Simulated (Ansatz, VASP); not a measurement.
**One calculation of CoSi2, two programs**

INCAR

```
SYSTEM = CoSi2
PREC = Accurate
ENCUT = 600
EDIFF = 1E-6
ISMEAR = -1
SIGMA = 0.05
LREAL = .False.
LASPH = .True.
NELM = 200
ALGO = Normal
ISIF = 2
LWAVE = .False.
LCHARG = .False.
ISPIN = 2
MAGMOM = 1 0 0
LORBIT = 11
NUPDOWN = 1.0
LMAXMIX = 4
GGA = PS
NBANDS = 24
GGA_COMPAT = .False.
```

The input KPOINTS:

```
regular mesh
0
Gamma
  7 7 7
  0 0 0
```

File POSCAR:

```
CoSi2
1.0
    0.0000000000      2.6780000000      2.6780000000
    2.6780000000      0.0000000000      2.6780000000
    2.6780000000      2.6780000000      0.0000000000
Co Si
1 2
Direct
    0.0000000000      0.0000000000      0.0000000000
    0.7500000000      0.7500000000      0.7500000000
    0.2500000000      0.2500000000      0.2500000000
```

input.yaml

```yaml
crystal:
  lattice:
    - [0.0, 2.678, 2.678]
    - [2.678, 0.0, 2.678]
    - [2.678, 2.678, 0.0]
  atoms:
    - { symbol: Co, position: [0.0, 0.0, 0.0], spin: 1.0 }
    - { symbol: Si, position: [0.75, 0.75, 0.75] }
    - { symbol: Si, position: [0.25, 0.25, 0.25] }
hamiltonian:
  xc: pbesol
  pseudopotentials: { kind: paw }
magnetization:
  spin_polarized: true
  initial_magnetization: 1.0
  spin_locking: { lock_magnetization: hard }
kpoints:
  mp_grid: { grid: [7, 7, 7] }
scf:
  occupations: { method: fermi_dirac, width: 0.05 }
  lower_state_search: "off"
output:
  forces: true
  stress: true
  eigenvalues: true
```

Alike in both runs: task single point; functional PBEsol; k mesh 7 × 7 × 7; occupations fermi-dirac, width 0.05 eV; collinear spin; fixed moment 1 μB.

```csv
,VASP,Ansatz
version,VASP 6.6.1,Ansatz 0.2.0
potentials or method,"VASP PAW PBE potentials, release 64 (Co_sv, Si)",Ansatz PAW
plane-wave cutoff (eV),600,420
valence electrons in the cell,25,25
```

|  | VASP | Ansatz | Ansatz less VASP |
| --- | --- | --- | --- |
| pressure (GPa) | -1.1 | -0.1 | +0.98 |
| net moment per atom (μB) | 0.33 | 0.33 | 0.000 |
| size of the moment on the site where the two differ most (μB) | 0.55 | 0.56 | +0.018 |

VASP's potentials were made for PBE, not for PBEsol. Site moments also hang on the region over which each program counts them.
